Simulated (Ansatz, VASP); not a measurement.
# Bi in VASP and in Ansatz

```
Bi
1.0
     0.00000    3.50330    3.50330
     3.50330    0.00000    3.50330
     3.50330    3.50330    0.00000
Bi
2
Direct
  0.12500 0.12500 0.12500
  0.87500 0.87500 0.87500
```

Alike in both runs: task relaxation of cell and atoms; functional revPBE; k mesh 8 × 8 × 8; occupations fermi-dirac, width 0.1 eV; no spin polarisation.

|  | VASP | Ansatz |
| --- | --- | --- |
| version | VASP 6.6.1 | Ansatz 0.2.0 |
| potentials or method | VASP PAW PBE potentials, release 64 (Bi_d), cutoff 600 eV | plane waves (420 eV) with PAW, scalar-relativistic |
| valence electrons in the cell | 30 | 30 |

```tsv
	VASP	Ansatz	Ansatz less VASP
relaxed volume (Å³/atom)	49.64	49.74	+0.098
relaxed length of the cell vector where the two differ most in proportion (Å)	5.198	5.201	+0.0034
```

VASP's potentials were made for PBE, not for revPBE.

Neither program's run includes spin-orbit coupling. Noted on VASP's run: the volume moved by over 15 % at a fixed basis, so the end points are rough.
